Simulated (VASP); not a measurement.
# GdSi3 (Pm-3m) in VASP: a series of runs, part 2 of 2

VASP 6.6.1. The steps go on from the part before.

## 4. Single point, PBE+U, collinear spin, antiferromagnetic start

This run uses another cell than the first one: it holds 8 atoms, not 4.

INCAR

```
SYSTEM = GdSi3
PREC = Accurate
ENCUT = 520
EDIFF = 1E-6
ISMEAR = 0
SIGMA = 0.05
LREAL = .FALSE.
LASPH = .TRUE.
NELM = 150
ALGO = Normal
ISIF = 2
LWAVE = .FALSE.
LCHARG = .FALSE.
ISPIN = 2
MAGMOM = 7 -7 0 0 0 0 0 0
LORBIT = 11
LMAXMIX = 6
LDAU = .TRUE.
LDAUTYPE = 2
LDAUL = 3 -1
LDAUU = 6 0
LDAUJ = 0 0
LDAUPRINT = 1
GGA = PE
NBANDS = 44
```

KPOINTS

```
Automatic mesh
0
G
  8 8 4
  0 0 0
```

POSCAR

```
GdSi3
1.0
    4.1647486593      0.0000000000      4.1647486593
    0.0000000000      4.1647486593      4.1647486593
    0.0000000000      0.0000000000      8.3294973186
Gd Si
2 6
Direct
    0.0000000000      0.0000000000      0.0000000000
    0.0000000000      0.0000000000      0.5000000000
    0.0000000000      0.5000000000      0.0000000000
    0.5000000000      0.5000000000      0.5000000000
    0.5000000000      0.0000000000      0.0000000000
    0.0000000000      0.5000000000      0.5000000000
    0.5000000000      0.5000000000      0.0000000000
    0.5000000000      0.0000000000      0.5000000000
```

Potentials or basis: VASP PAW PBE potentials, release 64 (Gd, Si).

The run is started by

```
cat potpaw_PBE.64/Gd/POTCAR potpaw_PBE.64/Si/POTCAR > POTCAR
mpirun -np 1 vasp_std > vasp.out
```

OUTCAR:

```text
SYSTEM = GdSi3
   PREC = Accurate
   ENCUT = 520
   EDIFF = 1E-6
   ISMEAR = 0
   LREAL = .FALSE.
   LASPH = .TRUE.
   NELM = 150
   ISIF = 2
   ISPIN = 2
   LORBIT = 11
   GGA = PE

 ion  position               nearest neighbor table
   1  0.000  0.000  0.000-   3 2.94   5 2.94   4 2.94   6 2.94   8 2.94   3 2.94   6 2.94   7 2.94
                             5 2.94   7 2.94   8 2.94   4 2.94
   2  0.000  0.000  0.500-   6 2.94   8 2.94   3 2.94   5 2.94   7 2.94   3 2.94   4 2.94   6 2.94
                             4 2.94   5 2.94   8 2.94   7 2.94
   3  0.000  0.500  0.000-   1 2.94   7 2.94   2 2.94   4 2.94   8 2.94   1 2.94   2 2.94   5 2.94
                             4 2.94   5 2.94   7 2.94   8 2.94
   4  0.500  0.500  0.500-   6 2.94   8 2.94   1 2.94   3 2.94   5 2.94   2 2.94   5 2.94   8 2.94
                             2 2.94   3 2.94   6 2.94   1 2.94
   5  0.500  0.000  0.000-   1 2.94   7 2.94   2 2.94   4 2.94   6 2.94   3 2.94   4 2.94   7 2.94
                             1 2.94   2 2.94   3 2.94   6 2.94
   6  0.000  0.500  0.500-   2 2.94   4 2.94   1 2.94   5 2.94   7 2.94   1 2.94   2 2.94   8 2.94
                             4 2.94   7 2.94   8 2.94   5 2.94
   7  0.500  0.500  0.000-   3 2.94   5 2.94   2 2.94   6 2.94   8 2.94   1 2.94   5 2.94   8 2.94
                             1 2.94   3 2.94   6 2.94   2 2.94
   8  0.500  0.000  0.500-   2 2.94   4 2.94   1 2.94   3 2.94   7 2.94   4 2.94   6 2.94   7 2.94
                             1 2.94   2 2.94   6 2.94   3 2.94

  LATTYP: Found a face centered cubic cell.
 ALAT       =     8.3294973186

  Lattice vectors:

 A1 = (   4.1647486593,  -4.1647486593,   0.0000000000)
 A2 = (   4.1647486593,   0.0000000000,   4.1647486593)
 A3 = (   0.0000000000,  -4.1647486593,   4.1647486593)

Analysis of symmetry for initial positions (statically):
=====================================================================
 Subroutine PRICEL returns following result:

  LATTYP: Found a simple cubic cell.
 ALAT       =     4.1647486593
[... 12 lines left out ...]
 Subroutine GETGRP returns: Found 48 space group operations
 (whereof 48 operations were pure point group operations)
 out of a pool of 48 trial point group operations.

The static configuration has the point symmetry O_h .

Analysis of symmetry for dynamics (positions and initial velocities):
=====================================================================
 Subroutine PRICEL returns following result:

  LATTYP: Found a simple cubic cell.
 ALAT       =     4.1647486593
[... 12 lines left out ...]
 Subroutine GETGRP returns: Found 48 space group operations
 (whereof 48 operations were pure point group operations)
 out of a pool of 48 trial point group operations.

The dynamic configuration has the point symmetry O_h .

Analysis of structural, dynamic, and magnetic symmetry:
=====================================================================
 Subroutine PRICEL returns following result:
[... 238 lines left out ...]
  o =  0.9896  v =  0.0000  0.0000  0.0000  0.0000  0.0000  0.0000  0.0000 -0.6124  0.0000  0.7906 -0.0000 -0.0000  0.0000 -0.0000      0.0000  0.0000  0.0000  0.0000  0.0000  0.0000  0.0000  0.0000  0.0000  0.0000  0.0000  0.0000  0.0000  0.0000
  o =  0.9898  v =  0.0000  0.0000  0.0000  0.0000  0.0000  0.0000  0.0000  0.0000  0.0000 -0.0000 -0.0166  0.6123 -0.0000 -0.7905      0.0000  0.0000  0.0000  0.0000  0.0000  0.0000  0.0000  0.0000  0.0000  0.0000  0.0000  0.0000  0.0000  0.0000
  o =  0.9898  v =  0.0000  0.0000  0.0000  0.0000  0.0000  0.0000  0.0000 -0.7906 -0.0000 -0.6124  0.0000  0.0000 -0.0000  0.0000      0.0000  0.0000  0.0000  0.0000  0.0000  0.0000  0.0000  0.0000  0.0000  0.0000  0.0000  0.0000  0.0000  0.0000
  o =  0.9898  v =  0.0000  0.0000  0.0000  0.0000  0.0000  0.0000  0.0000  0.0000 -0.0000  0.0000  0.9999  0.0102  0.0000 -0.0131      0.0000  0.0000  0.0000  0.0000  0.0000  0.0000  0.0000  0.0000  0.0000  0.0000  0.0000  0.0000  0.0000  0.0000
  o =  0.9901  v =  0.0000  0.0000  0.0000  0.0000  0.0000  0.0000  0.0000  0.0000  1.0000 -0.0000  0.0000 -0.0000  0.0000  0.0000      0.0000  0.0000  0.0000  0.0000  0.0000  0.0000  0.0000  0.0000  0.0000  0.0000  0.0000  0.0000  0.0000  0.0000

 number of electron      59.9999996 magnetization       0.0000000

 Free energy of the ion-electron system (eV)
  ---------------------------------------------------
  ext. energy  EPLUGINS =         0.00000000
  ---------------------------------------------------
  free energy    TOTEN  =       -56.71548119 eV

  energy without entropy =      -56.70782171  energy(sigma->0) =      -56.71165145

 E-fermi :   7.3824     XC(G=0): -11.0099

 val. band max:        7.3808325825   @ k =   0.1250   0.1250   0.0000
 cond. band min:       7.3882948482   @ k =   0.3750   0.1250   0.0000
 fundamental gap:      0.0074622657
 Fermi energy:         7.3823683961

 spin component 1

 k-point     1 :       0.0000    0.0000    0.0000
  band No.  band energies     occupation
      1     -37.4715      1.00000
      2     -34.3183      1.00000
      3     -14.9825      1.00000
      4     -14.9825      1.00000
      5     -14.9824      1.00000
      6     -12.8170      1.00000
[... 844 lines left out ...]
     41      11.1644      0.00000
     42      11.2009      0.00000
 Fermi energy:         7.3823683961

 spin component 2

 k-point     1 :       0.0000    0.0000    0.0000
  band No.  band energies     occupation
      1     -37.4715      1.00000
      2     -34.3183      1.00000
      3     -14.9825      1.00000
      4     -14.9825      1.00000
      5     -14.9824      1.00000
      6     -12.8170      1.00000
[... 844 lines left out ...]
     41      11.1639      0.00000
     42      11.2204      0.00000
 [bands above 42 left out]

------------------------ aborting loop because EDIFF is reached ----------------------------------------

  FORCE on cell =-STRESS in cart. coord.  units (eV):
  Direction    XX          YY          ZZ          XY          YZ          ZX
  --------------------------------------------------------------------------------------
  -------------------------------------------------------------------------------------
  Total        0.1055241      0.1055241      0.1055241      0.0000000     -0.0000000     -0.0000000
  in kB        1.1702152      1.1702152      1.1702152      0.0000000     -0.0000000     -0.0000000
  external PRESSURE =       1.1702152 kB  Pullay stress =       0.0000000 kB

 VOLUME and BASIS-vectors are now :
 -----------------------------------------------------------------------------
  energy-cutoff  :      520.00
  volume of cell :      144.48
      direct lattice vectors                 reciprocal lattice vectors
     4.164748659  0.000000000  4.164748659     0.240110528  0.000000000  0.000000000
     0.000000000  4.164748659  4.164748659     0.000000000  0.240110528  0.000000000
     0.000000000  0.000000000  8.329497319    -0.120055264 -0.120055264  0.120055264

 POSITION                                       TOTAL-FORCE (eV/Angst)
 -----------------------------------------------------------------------------------
      0.00000      0.00000      0.00000        -0.000000     -0.000000      0.000000
      0.00000      0.00000      4.16475        -0.000000      0.000000      0.000000
      0.00000      2.08237      2.08237        -0.000000     -0.000000     -0.000000
      2.08237      2.08237      8.32950        -0.000000      0.000000      0.000000
      2.08237      0.00000      2.08237        -0.000000      0.000000      0.000000
      0.00000      2.08237      6.24712         0.000000     -0.000000      0.000000
      2.08237      2.08237      4.16475         0.000000      0.000000     -0.000000
      2.08237      0.00000      6.24712         0.000000      0.000000     -0.000000
 -----------------------------------------------------------------------------------
    total drift:                               -0.000000      0.000000     -0.000000

  FREE ENERGIE OF THE ION-ELECTRON SYSTEM (eV)
  ---------------------------------------------------
  free  energy   TOTEN  =       -56.7154811878 eV

  energy  without entropy=      -56.7078217132  energy(sigma->0) =      -56.71165145

 total charge

# of ion       s       p       d       f       tot
--------------------------------------------------
    1        2.032   5.613   0.701   6.966  15.311
    2        2.032   5.613   0.701   6.966  15.311
    3        0.829   0.744   0.000   0.000   1.573
    4        0.829   0.744   0.000   0.000   1.573
    5        0.829   0.744   0.000   0.000   1.573
    6        0.829   0.744   0.000   0.000   1.573
    7        0.829   0.744   0.000   0.000   1.573
    8        0.829   0.744   0.000   0.000   1.573
--------------------------------------------------
tot          9.039  15.689   1.401  13.931  40.060

 magnetization (x)

# of ion       s       p       d       f       tot
--------------------------------------------------
    1       -0.005  -0.083   0.084   6.879   6.874
    2        0.005   0.083  -0.084  -6.879  -6.874
    3        0.000   0.000   0.000   0.000   0.000
    4        0.000   0.000   0.000   0.000   0.000
    5        0.000   0.000   0.000   0.000   0.000
    6        0.000   0.000   0.000   0.000   0.000
    7        0.000   0.000   0.000   0.000   0.000
    8        0.000   0.000   0.000   0.000   0.000
--------------------------------------------------
tot          0.000   0.000   0.000   0.000   0.000
```

It took 7.1 min on 1 thread of AMD EPYC 9R45 (Zen 5), shared host; peak memory 0.54 GiB.

What came out:

| Property | Result |
| --- | --- |
| Free energy | -56.7155 eV |
| Pressure | 0.1 GPa |
| Band gap on the k mesh | zero (filled and empty bands overlap) |
| Net moment | 0.00 μB per cell |
| Site moments | Gd +6.87, -6.87; Si +0.00 μB |
| Valence electrons inside the program's atomic spheres | Gd 15.31; Si 1.57 |

Eigenvalues of the final occupation matrices:
```tsv
site	spin	trace	eigenvalues
site 1 f	1	6.93	0.99 0.99 0.99 0.99 0.99 0.99 0.99
site 1 f	2	0.04	0.00 0.00 0.00 0.01 0.01 0.01 0.01
site 2 f	1	0.04	0.00 0.00 0.00 0.01 0.01 0.01 0.01
site 2 f	2	6.93	0.99 0.99 0.99 0.99 0.99 0.99 0.99
```

Caveat: spin-orbit coupling is left out, which moves the levels of the heavy elements.
